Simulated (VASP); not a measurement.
Set up this calculation in VASP 6.6.1, as the native input.

```yaml
Task: single point
Functional: r2SCAN
Potentials_or_basis: VASP PAW PBE potentials, release 64 (Pb_d, O_h)
Cutoff: 910 eV
k_mesh: 9 × 9 × 9
Occupations: fermi-dirac, width 0.05 eV
Spin: no spin polarisation
Dipole_correction: no
Further_INCAR_settings: ALGO = Normal; EDIFF = 1e-06; NBANDS = 20
```

The system is PbO2.

```
Pb O
1.0
     0.00000    2.68386    2.68386
     2.68386    0.00000    2.68386
     2.68386    2.68386    0.00000
Pb O
1 2
Direct
  0.00000 0.00000 0.00000
  0.75000 0.75000 0.75000
  0.25000 0.25000 0.25000
```

The input as run:

POSCAR

```
PbO2
1.0
    0.0000000000      2.6838572791      2.6838572791
    2.6838572791      0.0000000000      2.6838572791
    2.6838572791      2.6838572791      0.0000000000
Pb O
1 2
Direct
    0.0000000000      0.0000000000      0.0000000000
    0.7500000000      0.7500000000      0.7500000000
    0.2500000000      0.2500000000      0.2500000000
```

INCAR.step1

```
PREC = Accurate ; ENCUT = 910
ISMEAR = -1 ; SIGMA = 0.05
LREAL = False ; LASPH = True
NELM = 120 ; NBANDS = 20
GGA = PE ; ALGO = Normal
EDIFF = 1E-5 ; LWAVE = True
LCHARG = False ; GGA_COMPAT = False
```

INCAR.step2

```
PREC = Accurate ; ENCUT = 910
EDIFF = 1E-6 ; ISMEAR = -1
SIGMA = 0.05 ; LREAL = False
LASPH = True ; NELM = 120
ALGO = Normal ; ISIF = 2
LWAVE = False ; LCHARG = False
METAGGA = R2SCAN ; LMIXTAU = True
NBANDS = 20 ; ISTART = 1
GGA_COMPAT = False
```

KPOINTS

```
regular mesh
0
Gamma
  9 9 9
```

Potentials or basis: VASP PAW PBE potentials, release 64 (Pb_d, O_h).

The run is started by

```sh
$ cat potpaw_PBE.64/Pb_d/POTCAR potpaw_PBE.64/O_h/POTCAR > POTCAR
$ cp INCAR.step1 INCAR
$ mpirun -np 1 vasp_std > vasp.out
$ cp INCAR.step2 INCAR
$ mpirun -np 1 vasp_std > vasp.out
```

It gave:

| Property | Result |
| --- | --- |
| Pressure | -3.2 GPa |
| Band gap on the k mesh | zero (bands 13 and 14 overlap by 1.22 eV) |

Caveat: the cutoff is under 1.25 times the usual one of these potentials, so pressure, stress and relaxed cells hold a basis-set (Pulay) error; the cell stands under tension; the PAW data sets were made with another functional, which shifts forces and pressure a little; spin-orbit coupling is left out, which moves the levels of the heavy elements.

It took 3 min on 1 thread of AMD EPYC 9R45 96-Core Processor (Zen 5), with other jobs on the host, peak memory 0.26 GiB.
